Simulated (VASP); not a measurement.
## WC: vibrations by perturbation theory with PBE

WC:

```xyz
2
Lattice="2.9065 0.0000 0.0000 -1.4532 2.5171 0.0000 0.0000 0.0000 2.8366" Properties=species:S:1:pos:R:3 pbc="T T T"
W     0.0000    0.0000    0.0000
C     1.4533    0.8390    1.4183
```

| Quantity | Value |
| --- | --- |
| Program | VASP 6.6.1 |
| Task | vibrations by perturbation theory |
| Functional | PBE |
| Potentials or basis | VASP PAW PBE potentials, release 64 (W_sv, C) |
| Cutoff | 520 eV |
| k mesh | 6 × 6 × 5 |
| Occupations | methfessel-paxton, width 0.1 eV |
| Spin | no spin polarisation |
| Dipole correction | no |
| Further INCAR settings | ALGO = Normal; EDIFF = 1e-08; IBRION = 8; NSW = 1 |

```
Highest phonon frequency at Γ : 645 cm⁻¹
```

Phonon frequencies in cm⁻¹ (negative: imaginary):
| q point | frequencies |
| --- | --- |
| (0.000, 0.000, 0.000) | 0 0 0 573 645 645 |

Run time: 47 s on 1 thread of Intel(R) Xeon(R) 6975P-C (Granite Rapids), with other jobs on the host, peak memory 0.18 GiB.

Caveat: the k points lie up to 0.44 Å⁻¹ apart; the cell stands under pressure or tension, which shifts response properties.
